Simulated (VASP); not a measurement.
# Fe: single point with PBE

The system is Fe.

```xyz
1
Lattice="-1.4207 1.4207 1.4207 1.4207 -1.4207 1.4207 1.4207 1.4207 -1.4207" Properties=species:S:1:pos:R:3 pbc="T T T"
Fe    0.0000    0.0000    0.0000
```

```
Program                : VASP 6.6.1
Task                   : single point
Functional             : PBE
Potentials or basis    : VASP PAW PBE potentials, release 64 (Fe)
Cutoff                 : 520 eV
k mesh                 : 19 × 19 × 19
Occupations            : fermi-dirac, width 0.1 eV
Spin                   : collinear spin, ferromagnetic start
Starting moments       : [2.5] μB
Dipole correction      : no
Further INCAR settings : ALGO = Normal; EDIFF = 1e-06; NBANDS = 14
```

* Pressure: -2.1 GPa
* Net moment: 2.20 μB per cell
* Site moments: Fe +2.20 μB
* Valence electrons inside the program's atomic spheres: Fe 7.25

Levels at points of the mesh, in eV from the Fermi level:
Spin up:
| k point | band 1 | band 2 | band 3 | band 4 | band 5 | band 6 | band 7 | band 8 | band 9 | band 10 |
| --- | --- | --- | --- | --- | --- | --- | --- | --- | --- | --- |
| (0.00, 0.00, 0.00) | -8.38 | -2.29 | -2.29 | -2.29 | -1.10 | -1.10 | 24.92 | 24.92 | 24.92 | 29.94 |
Spin down:
```csv
k point,band 1,band 2,band 3,band 4,band 5,band 6,band 7
"(0.00, 0.00, 0.00)",-8.22,-0.37,-0.37,-0.37,1.66,1.66,24.67
```

Run time: 61 s on 1 thread of Intel(R) Xeon(R) Platinum 8375C CPU @ 2.90GHz (Ice Lake), on a shared host, peak memory 0.16 GiB.
